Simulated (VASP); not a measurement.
Wanted: the native input for a VASP 6.6.1 run.

| Item | Value |
| --- | --- |
| Task | relaxation of the atoms |
| Functional | LDA |
| Potentials or basis | VASP PAW LDA potentials, release 64 (Si, B) |
| Cutoff | 520 eV |
| k mesh | 2 × 2 × 2 |
| Occupations | gaussian, width 0.02 eV |
| Spin | collinear spin |
| Starting moments | [0.0, 0.0, 0.0, 0.0, 0.0, 0.0, 0.0, 0.0, 0.0, 0.0, 0.0, 0.0, 0.0, 0.0, 0.0, 0.0, 1.0] μB |
| Dipole correction | no |
| Further INCAR settings | LREAL = Auto; ALGO = Normal; EDIFF = 1e-06; IBRION = 2; EDIFFG = -0.03; NSW = 80 |

The structure of Si16B (a cell with a defect) lies in POSCAR:

```
Si16B
1.0
    0.0000000000      5.4300000000      5.4300000000
    5.4300000000      0.0000000000      5.4300000000
    5.4300000000      5.4300000000      0.0000000000
Si B
16 1
Direct
    0.0000000000      0.0000000000      0.0000000000
    0.1250000000      0.1250000000      0.1250000000
    0.0000000000      0.0000000000      0.5000000000
    0.1250000000      0.1250000000      0.6250000000
    0.0000000000      0.5000000000      0.0000000000
    0.1250000000      0.6250000000      0.1250000000
    0.0000000000      0.5000000000      0.5000000000
    0.1250000000      0.6250000000      0.6250000000
    0.5000000000      0.0000000000      0.0000000000
    0.6250000000      0.1250000000      0.1250000000
    0.5000000000      0.0000000000      0.5000000000
    0.6250000000      0.1250000000      0.6250000000
    0.5000000000      0.5000000000      0.0000000000
    0.6250000000      0.6250000000      0.1250000000
    0.5000000000      0.5000000000      0.5000000000
    0.6250000000      0.6250000000      0.6250000000
    0.8191036000      0.3088964000      0.3130966000
```

One way to write it, as run:

INCAR

```
PREC     = Accurate       # precision mode
ENCUT    = 520            # plane-wave cutoff, eV
EDIFF    = 1E-6           # SCF threshold, eV
ISMEAR   = 0              # smearing method
SIGMA    = 0.02           # smearing width, eV
LREAL    = Auto         
LASPH    = T              # aspherical terms in the spheres
NELM     = 150            # most SCF steps
ALGO     = Normal         # electronic algorithm
ISIF     = 2              # what is computed and relaxed
LWAVE    = F              # write WAVECAR
LCHARG   = F              # write CHGCAR
ISPIN    = 2              # spin polarisation
MAGMOM   = 0 0 0 0 0 0 0 0 0 0 0 0 0 0 0 0 1 # initial moments
LORBIT   = 11             # projections on sites
IBRION   = 2              # ionic algorithm
NSW      = 80             # ionic steps
EDIFFG   = -0.03          # ionic threshold
KPAR     = 2
```

KPOINTS

```
regular mesh
0
Gamma
  2 2 2
```

Potentials or basis: VASP PAW LDA potentials, release 64 (Si, B).

Run with:

```sh
$ cat potpaw_LDA.64/Si/POTCAR potpaw_LDA.64/B/POTCAR > POTCAR
$ mpirun -np 4 vasp_std > vasp.out
```

It gave:

- Energy gained by relaxing: 9.4 meV/atom
- Ionic steps: 13
- Pressure after relaxing: -0.9 GPa
- Largest force after relaxing: 0.023 eV/Å
- Net moment: 0.75 μB per cell
- Site moments: Si +0.00, +0.02, +0.04 (each value once); B +0.08 μB
- Valence electrons inside the program's atomic spheres: Si 1.72, 1.69, 1.68 (each value once); B 1.69

Caveat: the k points lie up to 0.50 Å⁻¹ apart; a moment this small can come from the mesh or the smearing.

It took 4.9 min on 4 MPI ranks on Intel(R) Xeon(R) 6975P-C (Granite Rapids) (shared host), peak memory 0.33 GiB a rank.
